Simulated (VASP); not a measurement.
Set up this calculation in VASP 6.6.1, as the native input.

```
Task                   : single point
Functional             : r2SCAN
Potentials or basis    : VASP PAW PBE potentials, release 64 (Al)
Cutoff                 : 520 eV
k mesh                 : 8 × 9 × 8
Occupations            : gaussian, width 0.1 eV
Spin                   : no spin polarisation
Dipole correction      : no
Further INCAR settings : ALGO = Normal; EDIFF = 1e-07; NBANDS = 8
```

Crystal: Al.

```
Al
1.0
    -1.57590    1.65692    1.65798
     1.47948   -1.59764    1.50228
     1.61445    1.63620   -1.59870
Al
1
Direct
  0.00000 0.00000 0.00000
```

One way to write it, as run:

POSCAR

```
Al
1.0
   -1.5759003900      1.6569236100      1.6579838500
    1.4794763400     -1.5976414500      1.5022776300
    1.6144548200      1.6361958800     -1.5987016800
Al
1
Direct
    0.0000000000      0.0000000000      0.0000000000
```

INCAR.step1

```
  PREC = Accurate
  ENCUT = 520
  ISMEAR = 0
  SIGMA = 0.1
  LREAL = F
  LASPH = T
  NELM = 100
  NBANDS = 8
  GGA = PE
  ALGO = Normal
  EDIFF = 1E-4
  LWAVE = T
  LCHARG = F
```

INCAR.step2

```
  PREC = Accurate
  ENCUT = 520
  EDIFF = 1E-7
  ISMEAR = 0
  SIGMA = 0.1
  LREAL = F
  LASPH = T
  NELM = 100
  ALGO = Normal
  ISIF = 2
  LWAVE = F
  LCHARG = F
  METAGGA = R2SCAN
  LMIXTAU = T
  NBANDS = 8
  ISTART = 1
```

KPOINTS

```
regular mesh
0
Gamma
  8 9 8
```

Potentials or basis: VASP PAW PBE potentials, release 64 (Al).

The run is started by

```console
$ cat potpaw_PBE.64/Al/POTCAR > POTCAR
$ cp INCAR.step1 INCAR
$ mpirun -np 1 vasp_std > vasp.out
$ cp INCAR.step2 INCAR
$ mpirun -np 1 vasp_std > vasp.out
```

Results of the run:

The pressure is 0.6 GPa and the band gap on the k mesh is zero (an odd number of electrons rules out a gap without spin polarisation).

Caveat: the PAW data sets were made with another functional, which shifts forces and pressure a little.

Run time: 36 s on 1 thread of Intel(R) Xeon(R) 6975P-C (Granite Rapids) (shared host), peak memory 0.15 GiB.
